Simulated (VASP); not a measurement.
# Ag (P6_3/mmc) in VASP: a series of runs

Ag is run at these levels: r2SCAN; tasks: single point.

Program: VASP 6.6.1. These are calculated values, not measurements. Logs are shortened: lines on timing, memory, paths and dates and some standing lists are left out, and cuts for length are marked.

## Step 1: The cell of the first run

Symmetry: P6_3/mmc, No. 194, hexagonal system. Conventional cell: a = 2.992 Å, b = 2.992 Å, c = 9.325 Å, α = 90.00°, β = 90.00°, γ = 120.00°. Within 3.8 Å of Ag (site symmetry -6m2) lie 12 Ag at 2.90 to 2.99 Å. Within 3.8 Å of Ag (site symmetry -3m) lie 12 Ag at 2.90 to 2.99 Å.

This isn't the form of Ag at room conditions, which is fcc.

## Step 2: Single point, r2SCAN (strain +0.030 along x and y, -0.015 along z)

Input file POSCAR:

```
Ag
1.0
    2.9923652739      0.0000000000      0.0000000000
   -1.4961826370      2.5914643446      0.0000000000
    0.0000000000      0.0000000000      9.3249896815
Ag
4
Direct
    0.3333333333      0.6666666667      0.2500000000
    0.6666666667      0.3333333333      0.7500000000
    0.0000000000      0.0000000000      0.0000000000
    0.0000000000      0.0000000000      0.5000000000
```

Input file INCAR.step1:

```
PREC     = Accurate       # precision mode
ENCUT    = 520            # plane-wave cutoff, eV
ISMEAR   = 0              # smearing method
SIGMA    = 0.15           # smearing width, eV
LREAL    = F              # projectors in reciprocal space
LASPH    = T              # aspherical terms in the spheres
NELM     = 60             # most SCF steps
NBANDS   = 30             # bands
GGA      = PE             # functional
ALGO     = Normal         # electronic algorithm
EDIFF    = 1E-4           # SCF threshold, eV
LWAVE    = T              # write WAVECAR
LCHARG   = F              # write CHGCAR
```

Input file INCAR.step2:

```
PREC     = Accurate       # precision mode
ENCUT    = 520            # plane-wave cutoff, eV
EDIFF    = 1E-7           # SCF threshold, eV
ISMEAR   = 0              # smearing method
SIGMA    = 0.15           # smearing width, eV
LREAL    = F              # projectors in reciprocal space
LASPH    = T              # aspherical terms in the spheres
NELM     = 60             # most SCF steps
ALGO     = Normal         # electronic algorithm
ISIF     = 2              # what is computed and relaxed
LWAVE    = F              # write WAVECAR
LCHARG   = F              # write CHGCAR
METAGGA  = R2SCAN         # meta-GGA
LMIXTAU  = T            
NBANDS   = 30             # bands
ISTART   = 1
```

Input file KPOINTS:

```
regular mesh
0
Gamma
  18 18 6
```

Potentials or basis: VASP PAW PBE potentials, release 64 (Ag).

On the command line:

```
cat potpaw_PBE.64/Ag/POTCAR > POTCAR
cp INCAR.step1 INCAR
mpirun -np 1 vasp_std > vasp.out
cp INCAR.step2 INCAR
mpirun -np 1 vasp_std > vasp.out
```

OUTCAR:

```text
PREC = Accurate
   ENCUT = 520
   EDIFF = 1E-7
   ISMEAR = 0
   LREAL = F
   LASPH = T
   NELM = 60
   ISIF = 2
   METAGGA = R2SCAN
   ISTART = 1

 ion  position               nearest neighbor table
   1  0.333  0.667  0.250-   3 2.90   4 2.90   3 2.90   4 2.90   3 2.90   4 2.90
   2  0.667  0.333  0.750-   3 2.90   4 2.90   3 2.90   4 2.90   3 2.90   4 2.90
   3  0.000  0.000  0.000-   1 2.90   2 2.90   2 2.90   1 2.90   2 2.90   1 2.90
   4  0.000  0.000  0.500-   1 2.90   2 2.90   2 2.90   1 2.90   2 2.90   1 2.90

  LATTYP: Found a hexagonal cell.
 ALAT       =     2.9923652739
 C/A-ratio  =     3.1162604923

  Lattice vectors:

 A1 = (   2.9923652739,   0.0000000000,   0.0000000000)
 A2 = (  -1.4961826370,   2.5914643446,   0.0000000000)
 A3 = (   0.0000000000,   0.0000000000,   9.3249896815)

Analysis of symmetry for initial positions (statically):
=====================================================================
 Subroutine PRICEL returns:
 Original cell was already a primitive cell.

 Routine SETGRP: Setting up the symmetry group for a
 hexagonal supercell.

 Subroutine GETGRP returns: Found 24 space group operations
 (whereof 12 operations were pure point group operations)
 out of a pool of 24 trial point group operations.

The static configuration has the point symmetry D_3d.
 The point group associated with its full space group is D_6h.

Analysis of symmetry for dynamics (positions and initial velocities):
=====================================================================
 Subroutine PRICEL returns:
 Original cell was already a primitive cell.

 Routine SETGRP: Setting up the symmetry group for a
 hexagonal supercell.

 Subroutine GETGRP returns: Found 24 space group operations
 (whereof 12 operations were pure point group operations)
 out of a pool of 24 trial point group operations.

The dynamic configuration has the point symmetry D_3d.
 The point group associated with its full space group is D_6h.

 Subroutine INISYM returns: Found 24 space group operations
 (whereof 12 operations are pure point group operations),
 and found     1 'primitive' translations

----------------------------------------------------------------------------------------

                                     Primitive cell

  volume of cell :      72.3116

  direct lattice vectors                    reciprocal lattice vectors
     2.992365274  0.000000000  0.000000000     0.334183801  0.192941107  0.000000000
    -1.496182637  2.591464345  0.000000000     0.000000000  0.385882214  0.000000000
     0.000000000  0.000000000  9.324989681     0.000000000  0.000000000  0.107238725

  length of vectors
     2.992365274  2.992365274  9.324989681     0.385882214  0.385882214  0.107238725

  position of ions in fractional coordinates (direct lattice)
     0.333333333  0.666666667  0.250000000
     0.666666667  0.333333333  0.750000000
     0.000000000  0.000000000  0.000000000
     0.000000000  0.000000000  0.500000000

  ion indices of the primitive-cell ions
   primitive index   ion index
                 1           1
                 2           2
                 3           3
                 4           4

----------------------------------------------------------------------------------------

 KPOINTS: regular mesh

Automatic generation of k-mesh.
 Grid dimensions read from file:
 generate k-points for:   18   18    6

 Generating k-lattice:

  Cartesian coordinates                     Fractional coordinates (reciprocal lattice)
     0.018565767  0.010718950  0.000000000     0.055555556 -0.000000000  0.000000000
     0.000000000  0.021437901  0.000000000     0.000000000  0.055555556  0.000000000
     0.000000000  0.000000000  0.017873121     0.000000000  0.000000000  0.166666667

  Length of vectors
     0.021437901  0.021437901  0.017873121

  Shift w.r.t. Gamma in fractional coordinates (k-lattice)
     0.000000000  0.000000000  0.000000000

 Subroutine IBZKPT returns following result:
 ===========================================

 Found    148 irreducible k-points:

[... 43 lines left out ...]
  ---------------------------------------------------
  free energy    TOTEN  =       -85.36660593 eV

  energy without entropy =      -85.35477861  energy(sigma->0) =      -85.36069227

 E-fermi :   7.6698     XC(G=0): -12.5625

 val. band max:        7.6587696984   @ k =   0.3889   0.1111   0.3333
 cond. band min:       7.6875106396   @ k =   0.5000  -0.0000   0.3333
 fundamental gap:      0.0287409412
 Fermi energy:         7.6697862474

 k-point     1 :       0.0000    0.0000    0.0000
  band No.  band energies     occupation
      1       0.1276      2.00000
      2       1.3027      2.00000
      3       1.5134      2.00000
      4       1.5134      2.00000
      5       2.6247      2.00000
      6       2.6247      2.00000
[... 22 lines left out ...]
     29      23.5290      0.00000
     30      24.3608      0.00000

 k-point     2 :       0.0556   -0.0000    0.0000
  band No.  band energies     occupation
      1       0.2088      2.00000
      2       1.3464      2.00000
      3       1.5782      2.00000
      4       1.5807      2.00000
      5       2.6033      2.00000
      6       2.6121      2.00000
[... 22 lines left out ...]
     29      23.4327      0.00000
     30      23.7630      0.00000

 k-point     3 :       0.1111   -0.0000    0.0000
  band No.  band energies     occupation
      1       0.4453      2.00000
      2       1.4650      2.00000
      3       1.7543      2.00000
      4       1.7650      2.00000
      5       2.4797      2.00000
      6       2.5485      2.00000
[... 22 lines left out ...]
     29      22.7707      0.00000
     30      22.8378      0.00000

 k-point     4 :       0.1667   -0.0000    0.0000
  band No.  band energies     occupation
      1       0.8086      2.00000
      2       1.6100      2.00000
      3       1.9724      2.00000
      4       1.9769      2.00000
      5       2.2822      2.00000
      6       2.4552      2.00000
[... 616 lines left out ...]
     29      17.2369      0.00000
     30      19.5347      0.00000

 k-point    23 :       0.3333    0.1111    0.0000
  band No.  band energies     occupation
      1       1.4672      2.00000
      2       1.4721      2.00000
      3       1.5729      2.00000
      4       2.0601      2.00000
      5       2.0784      2.00000
      6       2.2639      2.00000
[... 22 lines left out ...]
     29      16.6729      0.00000
     30      19.0938      0.00000

 k-point    24 :       0.3889    0.1111    0.0000
  band No.  band energies     occupation
      1       1.3706      2.00000
      2       1.4039      2.00000
      3       1.5011      2.00000
      4       2.0058      2.00000
      5       2.0307      2.00000
      6       2.2028      2.00000
[... 22 lines left out ...]
     29      16.3018      0.00000
     30      17.8029      0.00000

 [... further k-points ...]

------------------------ aborting loop because EDIFF is reached ----------------------------------------

  FORCE on cell =-STRESS in cart. coord.  units (eV):
  Direction    XX          YY          ZZ          XY          YZ          ZX
  --------------------------------------------------------------------------------------
  -------------------------------------------------------------------------------------
  Total       -2.1910801     -2.1910801     -0.5733391      0.0000000      0.0000000      0.0000000
  in kB      -48.5468017    -48.5468017    -12.7032236      0.0000000      0.0000000      0.0000000
  external PRESSURE =     -36.5989423 kB  Pullay stress =       0.0000000 kB

 VOLUME and BASIS-vectors are now :
 -----------------------------------------------------------------------------
  energy-cutoff  :      520.00
  volume of cell :       72.31
      direct lattice vectors                 reciprocal lattice vectors
     2.992365274  0.000000000  0.000000000     0.334183801  0.192941107  0.000000000
    -1.496182637  2.591464345  0.000000000     0.000000000  0.385882214  0.000000000
     0.000000000  0.000000000  9.324989681     0.000000000  0.000000000  0.107238725

 POSITION                                       TOTAL-FORCE (eV/Angst)
 -----------------------------------------------------------------------------------
     -0.00000      1.72764      2.33125        -0.000000     -0.000000      0.000000
      1.49618      0.86382      6.99374         0.000000      0.000000     -0.000000
      0.00000      0.00000      0.00000         0.000000      0.000000      0.000000
      0.00000      0.00000      4.66249         0.000000      0.000000      0.000000
 -----------------------------------------------------------------------------------
    total drift:                               -0.000000      0.000000      0.000000

  FREE ENERGIE OF THE ION-ELECTRON SYSTEM (eV)
  ---------------------------------------------------
  free  energy   TOTEN  =       -85.3666059262 eV

  energy  without entropy=      -85.3547786139  energy(sigma->0) =      -85.36069227
```

It took 16 min on 1 thread of AMD EPYC 7R13 (Zen 3), shared host; peak memory 0.33 GiB.

What came out:

| Property | Result |
| --- | --- |
| Free energy | -85.3666 eV |
| Pressure | -3.7 GPa |
| Band gap on the k mesh | zero (bands 22 and 23 overlap by 6.42 eV) |

Levels at points of the mesh, in eV from the Fermi level:
| k point | band 19 | band 20 | band 21 | band 22 | band 23 | band 24 | band 25 | band 26 |
| --- | --- | --- | --- | --- | --- | --- | --- | --- |
| (0.00, 0.00, 0.00) | -3.96 | -3.67 | -3.67 | -3.28 | -3.28 | 0.17 | 4.01 | 12.10 |
| (0.50, 0.00, 0.00) | -3.12 | -3.10 | -0.16 | 0.79 | 0.86 | 1.40 | 3.99 | 4.12 |
| (0.00, 0.00, 0.50) | -3.46 | -3.46 | -3.46 | -3.46 | -2.13 | -2.13 | 7.15 | 7.15 |
| (0.50, 0.00, 0.50) | -3.22 | -3.22 | 0.19 | 0.19 | 1.25 | 1.25 | 4.65 | 4.65 |

Caveat: the cell differs from its parent crystal (strain +0.030 along x and y, -0.015 along z); the cell stands under tension; the PAW data sets were made with another functional, which shifts forces and pressure a little.

## Step 3: Single point, r2SCAN (strain +0.015 along x and y, +0.015 along z)

Input file POSCAR:

```
Ag
1.0
    2.9487871389      0.0000000000      0.0000000000
   -1.4743935694      2.5537245726      0.0000000000
    0.0000000000      0.0000000000      9.6089995195
Ag
4
Direct
    0.3333333333      0.6666666667      0.2500000000
    0.6666666667      0.3333333333      0.7500000000
    0.0000000000      0.0000000000      0.0000000000
    0.0000000000      0.0000000000      0.5000000000
```

Input file INCAR.step1:

```
  ALGO = Normal
  EDIFF = 1E-4
  ENCUT = 520
  GGA = PE
  ISMEAR = 0
  LASPH = T
  LCHARG = F
  LREAL = F
  LWAVE = T
  NBANDS = 30
  NELM = 80
  PREC = Accurate
  SIGMA = 0.15
```

Input file INCAR.step2:

```
  ALGO = Normal
  EDIFF = 1E-7
  ENCUT = 520
  ISIF = 2
  ISMEAR = 0
  ISTART = 1
  LASPH = T
  LCHARG = T
  LELF = T
  LMIXTAU = T
  LREAL = F
  LVHAR = T
  LWAVE = F
  METAGGA = R2SCAN
  NBANDS = 30
  NELM = 80
  PREC = Accurate
  SIGMA = 0.15
```

Input file KPOINTS:

```
k-points
0
Gamma
  18 18 6
```

Potentials or basis: VASP PAW PBE potentials, release 64 (Ag).

On the command line:

```
cat potpaw_PBE.64/Ag/POTCAR > POTCAR
cp INCAR.step1 INCAR
mpirun -np 1 vasp_std > vasp.out
cp INCAR.step2 INCAR
mpirun -np 1 vasp_std > vasp.out
```

Run time: 16 min. Hardware: 1 thread of AMD EPYC 7R13 (Zen 3), shared host; peak memory 0.34 GiB.

The run converged. Its results:

```yaml
Free_energy: -85.3912 eV
Pressure: -3.9 GPa
Band_gap_on_the_k_mesh: zero (bands 22 and 23 overlap by 6.74 eV)
```

Stress tensor (GPa, compression positive):
```
-3.99  0.00  0.00
 0.00 -3.99  0.00
 0.00  0.00 -3.78
```

Levels at points of the mesh, in eV from the Fermi level:
```tsv
k point	band 20	band 21	band 22	band 23	band 24	band 25
(0.00, 0.00, 0.00)	-3.67	-3.67	-3.30	-3.30	-0.15	3.41
(0.50, 0.00, 0.00)	-3.10	-0.03	0.92	0.98	1.55	4.13
(0.00, 0.00, 0.50)	-3.45	-3.45	-3.45	-2.34	-2.34	6.40
(0.50, 0.00, 0.50)	-3.14	0.33	0.33	1.40	1.40	4.66
```

Caveat: the cell differs from its parent crystal (strain +0.015 along x and y, +0.015 along z); the cell stands under tension; the PAW data sets were made with another functional, which shifts forces and pressure a little.

## Step 4: Single point, r2SCAN (strain +0.000 along x and y, +0.030 along z)

Input file POSCAR:

```
Ag
1.0
    2.9052090038      0.0000000000      0.0000000000
   -1.4526045019      2.5159848006      0.0000000000
    0.0000000000      0.0000000000      9.7510044385
Ag
4
Direct
    0.3333333333      0.6666666667      0.2500000000
    0.6666666667      0.3333333333      0.7500000000
    0.0000000000      0.0000000000      0.0000000000
    0.0000000000      0.0000000000      0.5000000000
```

Input file INCAR.step1:

```
ALGO = Normal ; EDIFF = 1E-4
ENCUT = 520 ; GGA = PE
ISMEAR = 0 ; LASPH = T
LCHARG = F ; LREAL = F
LWAVE = T ; NBANDS = 30
NELM = 60 ; PREC = Accurate
SIGMA = 0.15
```

Input file INCAR.step2:

```
ALGO = Normal ; EDIFF = 1E-7
ENCUT = 520 ; ISIF = 2
ISMEAR = 0 ; ISTART = 1
LASPH = T ; LCHARG = F
LMIXTAU = T ; LREAL = F
LWAVE = F ; METAGGA = R2SCAN
NBANDS = 30 ; NELM = 60
PREC = Accurate ; SIGMA = 0.15
```

KPOINTS is that of step 3.

On the command line:

```
cat potpaw_PBE.64/Ag/POTCAR > POTCAR
cp INCAR.step1 INCAR
mpirun -np 1 vasp_std > vasp.out
cp INCAR.step2 INCAR
mpirun -np 1 vasp_std > vasp.out
```

Run time: 16 min. Hardware: 1 thread of Intel Xeon Platinum 8259CL at 2.50GHz (Skylake/Cascade Lake), shared host; peak memory 0.38 GiB.

It converged, with:

| Quantity | Value |
| --- | --- |
| Free energy | -85.4045 eV |
| Pressure | -2.6 GPa |
| Band gap on the k mesh | zero (bands 22 and 23 overlap by 7.03 eV) |

Stress tensor (GPa, compression positive):
```
-1.82  0.00  0.00
 0.00 -1.82  0.00
 0.00  0.00 -4.02
```

Levels at points of the mesh, in eV from the Fermi level:
```
           k point  band 20  band 21  band 22  band 23  band 24  band 25
(0.00, 0.00, 0.00)    -3.68    -3.68    -3.33    -3.33    -0.40     3.09
(0.50, 0.00, 0.00)    -3.08     0.02     0.93     1.10     1.66     4.31
(0.00, 0.00, 0.50)    -3.46    -3.46    -3.46    -2.52    -2.52     6.01
(0.50, 0.00, 0.50)    -3.09     0.39     0.39     1.51     1.51     4.74
```

Caveat: the cell differs from its parent crystal (strain +0.000 along x and y, +0.030 along z); the PAW data sets were made with another functional, which shifts forces and pressure a little.

## Step 5: Single point, r2SCAN (strain +0.015 along x and y, +0.000 along z)

Input file POSCAR:

```
Ag
1.0
    2.9487871389      0.0000000000      0.0000000000
   -1.4743935694      2.5537245726      0.0000000000
    0.0000000000      0.0000000000      9.4669946005
Ag
4
Direct
    0.3333333333      0.6666666667      0.2500000000
    0.6666666667      0.3333333333      0.7500000000
    0.0000000000      0.0000000000      0.0000000000
    0.0000000000      0.0000000000      0.5000000000
```

Input file INCAR.step1:

```
SYSTEM = Ag
ALGO = Normal
EDIFF = 1E-4
ENCUT = 520
GGA = PE
ISMEAR = 0
LASPH = .TRUE.
LCHARG = .FALSE.
LREAL = .FALSE.
LWAVE = .TRUE.
NBANDS = 30
NELM = 60
PREC = Accurate
SIGMA = 0.15
```

Input file INCAR.step2:

```
SYSTEM = Ag
ALGO = Normal
EDIFF = 1E-6
ENCUT = 520
ISIF = 2
ISMEAR = 0
ISTART = 1
LASPH = .TRUE.
LCHARG = .FALSE.
LMIXTAU = .TRUE.
LREAL = .FALSE.
LWAVE = .FALSE.
METAGGA = R2SCAN
NBANDS = 30
NELM = 60
PREC = Accurate
SIGMA = 0.15
```

Input file KPOINTS:

```
k-points
0
G
  18 18 6
  0 0 0
```

On the command line:

```
cat potpaw_PBE.64/Ag/POTCAR > POTCAR
cp INCAR.step1 INCAR
mpirun -np 1 vasp_std > vasp.out
cp INCAR.step2 INCAR
mpirun -np 1 vasp_std > vasp.out
```

It took 12 min on 1 thread of Intel Xeon Platinum 8259CL at 2.50GHz (Skylake/Cascade Lake), shared host; peak memory 0.36 GiB.

It converged, with:

| Item | Value |
| --- | --- |
| Free energy | -85.4092 eV |
| Pressure | -2.6 GPa |
| Band gap on the k mesh | zero (bands 22 and 23 overlap by 6.68 eV) |

Stress tensor (GPa, compression positive):
```
-3.12  0.00  0.00
 0.00 -3.12  0.00
 0.00  0.00 -1.69
```

Levels at points of the mesh, in eV from the Fermi level:
```csv
k point,band 20,band 21,band 22,band 23,band 24,band 25
"(0.00, 0.00, 0.00)",-3.68,-3.68,-3.30,-3.30,-0.08,3.69
"(0.50, 0.00, 0.00)",-3.10,-0.09,0.88,0.94,1.52,4.16
"(0.00, 0.00, 0.50)",-3.46,-3.46,-3.46,-2.31,-2.31,6.74
"(0.50, 0.00, 0.50)",-3.16,0.28,0.28,1.37,1.37,4.72
```

Caveat: the cell differs from its parent crystal (strain +0.015 along x and y, +0.000 along z); the PAW data sets were made with another functional, which shifts forces and pressure a little.

## Step 6: Overview

```tsv
cell	gap on the mesh (eV)	pressure (GPa)
a = 2.992, b = 2.992, c = 9.325 Å, angles 90.0, 90.0, 120.0°, 4 atoms	none	-3.7
a = 2.949, b = 2.949, c = 9.609 Å, angles 90.0, 90.0, 120.0°, 4 atoms	none	-3.9
a = 2.905, b = 2.905, c = 9.751 Å, angles 90.0, 90.0, 120.0°, 4 atoms	none	-2.6
a = 2.949, b = 2.949, c = 9.467 Å, angles 90.0, 90.0, 120.0°, 4 atoms	none	-2.6
```

Alike in all rows: task single point; level r2SCAN; potentials or basis VASP PAW PBE potentials, release 64 (Ag); no spin polarisation; k mesh 18 × 18 × 6; cutoff (eV) 520; smearing gaussian 0.15 eV.

Caveats: the PAW data sets were made with another functional, which shifts forces and pressure a little; the cell stands under tension (at least some runs).

Total energies depend on the potentials used, so only differences within one code and one set of settings carry meaning.

The gap in the log of VASP goes by the Fermi energy; the results here count the filled bands.